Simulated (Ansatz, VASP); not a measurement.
Si in VASP and in Ansatz

```
Si
1.0
     0.00000    2.71535    2.71535
     2.71535    0.00000    2.71535
     2.71535    2.71535    0.00000
Si
2
Direct
  0.50000 0.50000 0.50000
  0.75000 0.75000 0.75000
```

Alike in both runs: task relaxation of cell and atoms; functional LDA; k mesh 6 × 6 × 6; occupations fermi-dirac, width 0.05 eV; no spin polarisation.

|  | VASP | Ansatz |
| --- | --- | --- |
| version | VASP 6.6.1 | Ansatz 0.2.0 |
| potentials or method | VASP PAW LDA potentials, release 64 (Si), cutoff 500 eV | plane waves (420 eV) with PAW (set soft_1), scalar-relativistic |
| valence electrons in the cell | 8 | 8 |

```tsv
	VASP	Ansatz	Ansatz less VASP
relaxed volume (Å³/atom)	19.73	19.72	-0.013
relaxed cell length with the largest relative difference (Å)	3.821	3.820	-0.0009
```

Ansatz warns that its potentials were made for another functional, while VASP's fit it. LDA's correlation is that of Perdew and Zunger in VASP and of Perdew and Wang (1992) in Ansatz.
